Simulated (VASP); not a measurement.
A run of VASP 6.6.1 is set up as follows.

Contents of INCAR:

```
SYSTEM = Ti
PREC = Accurate ; ENCUT = 520
EDIFF = 1E-6 ; ISMEAR = 0
SIGMA = 0.15 ; LREAL = .FALSE.
LASPH = .TRUE. ; NELM = 100
ALGO = Fast ; ISIF = 2
LWAVE = .FALSE. ; LCHARG = .TRUE.
GGA = PE ; LELF = .TRUE.
LVHAR = .TRUE. ; NBANDS = 19
```

File KPOINTS:

```
regular mesh
0
G
  18 18 10
  0 0 0
```

File POSCAR:

```
Ti
1.0
    2.9057478925      0.0000000000      0.0000000000
   -1.4528739462      2.5164514919      0.0000000000
    0.0000000000      0.0000000000      4.8265800000
Ti
2
Direct
    0.3333333333      0.6666666667      0.2500000000
    0.6666666667      0.3333333333      0.7500000000
```

Potentials or basis: VASP PAW PBE potentials, release 64 (Ti_sv).

Run with:

```console
$ cat potpaw_PBE.64/Ti_sv/POTCAR > POTCAR
$ mpirun -np 1 vasp_std > vasp.out
```

Question: Estimate the pressure.

Answer: -1.9 GPa.

Question: Predict the band gap on the k mesh.

Answer: Zero (band 12 reaches 8.75 eV, above the bottom of band 13 at 7.82 eV).

Stress tensor (GPa, compression positive):
```
-0.19  0.00  0.00
 0.00 -0.19  0.00
 0.00  0.00 -5.33
```

Caveat: the cell differs from its parent crystal (strain -0.015 along x and y, +0.030 along z).
